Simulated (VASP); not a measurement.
Here is a VASP 6.6.1 calculation.

The input INCAR:

```
SYSTEM = Ta
  PREC = Accurate
  ENCUT = 520
  EDIFF = 1E-7
  ISMEAR = 0
  SIGMA = 0.15
  LREAL = .False.
  LASPH = .True.
  NELM = 80
  ALGO = Normal
  ISIF = 2
  LWAVE = .False.
  LCHARG = .False.
  GGA = PS
  NBANDS = 12
```

File KPOINTS:

```
Automatic mesh
0
Gamma
  26 26 26
  0 0 0
```

File POSCAR:

```
Ta
1.0
   -1.7058701527      1.7058701527      1.7058701527
    1.7058701527     -1.7058701527      1.7058701527
    1.7058701527      1.7058701527     -1.7058701527
Ta
1
Direct
    0.0000000000      0.0000000000      0.0000000000
```

Potentials or basis: VASP PAW PBE potentials, release 64 (Ta_pv).

Run with:

```console
$ cat potpaw_PBE.64/Ta_pv/POTCAR > POTCAR
$ mpirun -np 1 vasp_std > vasp.out
```

Task: Estimate the pressure.

Result: -19.4 GPa.

Task: Estimate the band gap on the k mesh.

Result: Zero (an odd number of electrons rules out a gap without spin polarisation).

Caveat: the cell differs from its parent crystal (strain +0.040 along x and y, +0.040 along z); the cell stands under tension; the PAW data sets were made with another functional, which shifts forces and pressure a little; spin-orbit coupling is left out, which moves the levels of the heavy elements.
